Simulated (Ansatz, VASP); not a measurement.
**Two plane-wave programs on Nb4GaSe8**

```
Nb Ga Se
1.0
     0.00000    5.13969    5.13969
     5.13969    0.00000    5.13969
     5.13969    5.13969    0.00000
Nb Ga Se
4 1 8
Cartesian
  4.0786 4.0786 4.0786
  4.0786 6.2008 6.2008
  6.2008 6.2008 4.0786
  6.2008 4.0786 6.2008
  0.0000 0.0000 0.0000
  6.5425 6.5425 6.5425
  6.5425 3.7369 3.7369
  3.7369 3.7369 6.5425
  3.7369 6.5425 3.7369
  1.3887 1.3887 1.3887
  1.3887 3.7510 3.7510
  3.7510 3.7510 1.3887
  3.7510 1.3887 3.7510
```

Alike in both runs: functional LDA; k mesh 6 × 6 × 6; occupations gaussian, width 0.1 eV; no spin polarisation.

Ansatz relaxed the structure, and its values are those at the end. VASP's run is a single point on that final structure, the one shown.

|  | VASP | Ansatz |
| --- | --- | --- |
| version | VASP 6.6.1 | Ansatz 0.2.0 |
| potentials or method | VASP PAW LDA potentials, release 64 (Nb_sv, Ga_d, Se), cutoff 520 eV | scalar-relativistic, plane waves, PAW |
| valence electrons in the cell | 113 | 193 |

```tsv
	VASP	Ansatz	Ansatz less VASP
gap on the k mesh at the Fermi level (eV)	none	none	-
pressure (GPa)	0.2	0.0	-0.17
rms of the force components (eV/Å)	0.010	0.002	-0.0082
```

LDA's correlation is that of Perdew and Zunger in VASP and of Perdew and Wang (1992) in Ansatz. A gap of «none» marks a metal or a gap that the smearing closes. VASP's potentials hold 113 valence electrons a cell and Ansatz's 193, so a difference there can come from the potentials and not from the codes.
